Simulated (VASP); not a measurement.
# P in VASP: a series of runs, part 2 of 2

VASP 6.6.1. Earlier steps stand in the parts before.

### Step 4. Single point, PBEsol (strain +0.050 along x and y, -0.025 along z)

File INCAR:

```
SYSTEM = P
  ALGO = Normal
  EDIFF = 1E-7
  ENCUT = 520
  GGA = PS
  ISIF = 2
  ISMEAR = 0
  LASPH = .True.
  LCHARG = .False.
  LREAL = .False.
  LWAVE = .False.
  NBANDS = 18
  NELM = 80
  PREC = Accurate
  SIGMA = 0.05
```

File KPOINTS:

```
k-points
0
Gamma
  8 1 6
  0 0 0
```

File POSCAR:

```
P
1.0
    3.4479141060      0.0000000000      0.0000000000
    0.0000000000     36.5998825395      0.0000000000
    0.0000000000      0.0000000000      4.5162825922
P
4
Direct
    0.0000000000      0.9702614300      0.5921507200
    0.0000000000      0.0297385700      0.4078492800
    0.5000000000      0.0297385700      0.0921507200
    0.5000000000      0.9702614300      0.9078492800
```

Potentials or basis: VASP PAW PBE potentials, release 64 (P).

On the command line:

```console
$ cat potpaw_PBE.64/P/POTCAR > POTCAR
$ mpirun -np 1 vasp_std > vasp.out
```

OUTCAR:

```text
SYSTEM = P
   EDIFF = 1E-7
   ENCUT = 520
   GGA = PS
   ISIF = 2
   ISMEAR = 0
   LASPH = .True.
   LREAL = .False.
   NELM = 80
   PREC = Accurate

 ion  position               nearest neighbor table
   1  0.000  0.970  0.592-   4 2.24   4 2.24   2 2.33
   2  0.000  0.030  0.408-   3 2.24   3 2.24   1 2.33
   3  0.500  0.030  0.092-   2 2.24   2 2.24   4 2.33
   4  0.500  0.970  0.908-   1 2.24   1 2.24   3 2.33

  LATTYP: Found a simple orthorhombic cell.
 ALAT       =     3.4479141060
 B/A-ratio  =     1.3098593681
 C/A-ratio  =    10.6150795566

  Lattice vectors:

 A1 = (  -3.4479141060,   0.0000000000,   0.0000000000)
 A2 = (   0.0000000000,   0.0000000000,   4.5162825922)
 A3 = (   0.0000000000,  36.5998825395,   0.0000000000)

Analysis of symmetry for initial positions (statically):
=====================================================================
 Subroutine PRICEL returns:
 Original cell was already a primitive cell.

 Routine SETGRP: Setting up the symmetry group for a
 simple orthorhombic supercell.

 Subroutine GETGRP returns: Found  8 space group operations
 (whereof  4 operations were pure point group operations)
 out of a pool of  8 trial point group operations.

The static configuration has the point symmetry C_2h.
 The point group associated with its full space group is D_2h.

Analysis of symmetry for dynamics (positions and initial velocities):
=====================================================================
 Subroutine PRICEL returns:
 Original cell was already a primitive cell.

 Routine SETGRP: Setting up the symmetry group for a
 simple orthorhombic supercell.

 Subroutine GETGRP returns: Found  8 space group operations
 (whereof  4 operations were pure point group operations)
 out of a pool of  8 trial point group operations.

[... 117 lines left out ...]
   IALGO  =     38    algorithm
   IMIX   =      4    mixing-type and parameters
     AMIX     =   0.40;   BMIX     =  1.00
     AMIX_MAG =   1.60;   BMIX_MAG =  1.00
  volume/ion in A,a.u.               =     142.48       961.51
  Fermi-wavevector in a.u.,A,eV,Ry     =   0.535977  1.012849  3.908557  0.287271
  Thomas-Fermi vector in A             =   1.561086
   LORBIT       =      0    0 simple, 1 ext, 2 COOP (PROOUT), +10 PAW based schemes
   GGA     = PS    functional components
   LHFCALC =     F    Hartree Fock is set to
   AEXX    =    0.0000 exact exchange contribution
   IVDW    =     0    specifies the selected vdW correction
   LEPSILON=     F    determine dielectric tensor
   LRPA    =     F    only Hartree local field effects (RPA)
 non-spin polarized calculation
 Gauss-broadening in eV      SIGMA  =   0.05
  energy-cutoff  :      520.00
  volume of cell :      569.92
 maximum number of plane-waves:     15441
 NGX is ok and might be reduce to    28
   NGX = 13   NGY =137   NGZ = 17

 number of electron      20.0000000 magnetization

 Free energy of the ion-electron system (eV)
  ---------------------------------------------------
  ext. energy  EPLUGINS =         0.00000000
  ---------------------------------------------------
  free energy    TOTEN  =       -22.63066604 eV

  energy without entropy =      -22.63066604  energy(sigma->0) =      -22.63066604

 E-fermi :  -3.1522     XC(G=0):  -1.6785

 val. band max:       -3.3932324110   @ k =   0.0000   0.0000   0.0000
 cond. band min:      -2.8322955251   @ k =   0.0000   0.0000   0.0000
 fundamental gap:      0.5609368859
 Fermi energy:        -3.1521534699

 k-point     1 :       0.0000    0.0000    0.0000
  band No.  band energies     occupation
      1     -18.1703      2.00000
      2     -15.9218      2.00000
      3     -12.1668      2.00000
      4      -9.0024      2.00000
      5      -8.1488      2.00000
      6      -7.6449      2.00000
[... 397 lines left out ...]
      5      -8.3449      2.00000
      6      -8.3449      2.00000
[... 10 lines left out ...]
     17       2.6833      0.00000
     18       2.6833      0.00000

------------------------ aborting loop because EDIFF is reached ----------------------------------------

  FORCE on cell =-STRESS in cart. coord.  units (eV):
  Direction    XX          YY          ZZ          XY          YZ          ZX
  --------------------------------------------------------------------------------------
  -------------------------------------------------------------------------------------
  Total       -4.6298083     -2.8388677     -0.6575405      0.0000000      0.0000000      0.0000000
  in kB      -13.0153651     -7.9806542     -1.8484847      0.0000000      0.0000000      0.0000000
  external PRESSURE =      -7.6148347 kB  Pullay stress =       0.0000000 kB

 VOLUME and BASIS-vectors are now :
 -----------------------------------------------------------------------------
  energy-cutoff  :      520.00
  volume of cell :      569.92
      direct lattice vectors                 reciprocal lattice vectors
     3.447914106  0.000000000  0.000000000     0.290030427  0.000000000  0.000000000
     0.000000000 36.599882540  0.000000000     0.000000000  0.027322492  0.000000000
     0.000000000  0.000000000  4.516282592     0.000000000  0.000000000  0.221421043

 POSITION                                       TOTAL-FORCE (eV/Angst)
 -----------------------------------------------------------------------------------
      0.00000     35.51145      2.67432         0.000000      0.648858     -0.513563
      0.00000      1.08843      1.84196         0.000000     -0.648858      0.513563
      1.72396      1.08843      0.41618         0.000000     -0.648858     -0.513563
      1.72396     35.51145      4.10010         0.000000      0.648858      0.513563
 -----------------------------------------------------------------------------------
    total drift:                                0.000000     -0.000000     -0.000000

  FREE ENERGIE OF THE ION-ELECTRON SYSTEM (eV)
  ---------------------------------------------------
  free  energy   TOTEN  =       -22.6306660355 eV

  energy  without entropy=      -22.6306660355  energy(sigma->0) =      -22.63066604
```

Wall time 6.7 min (1 thread of Intel Xeon 6975P-C, shared host); peak memory 0.64 GiB.

What came out:

```
Free energy            : -22.6307 eV
Largest force          : 0.828 eV/Å
Band gap on the k mesh : 0.56 eV, direct
```

Forces in eV/Å, atoms in the order of the input:
```
P    0.000  0.649 -0.514
P    0.000 -0.649  0.514
P    0.000 -0.649 -0.514
P    0.000  0.649  0.514
```

Caveat: the cell differs from its parent crystal (strain +0.050 along x and y, -0.025 along z); the PAW data sets were made with another functional, which shifts forces and pressure a little.

### Step 5. Summary

```tsv
cell	gap on the mesh (eV)	largest force (eV/Å)
a = 3.284, b = 34.857, c = 4.864 Å, 4 atoms	1.15	0.47
a = 3.366, b = 35.728, c = 4.632 Å, 4 atoms	0.80	0.41
a = 3.448, b = 36.600, c = 4.516 Å, 4 atoms	0.56	0.83
```

Alike in all rows: task single point; level PBEsol; potentials or basis VASP PAW PBE potentials, release 64 (P); no spin polarisation; k mesh 8 × 1 × 6; cutoff (eV) 520; smearing gaussian 0.05 eV.

Caveats: the PAW data sets were made with another functional, which shifts forces and pressure a little.

Total energies depend on the potentials used, so only differences within one code and one set of settings carry meaning.
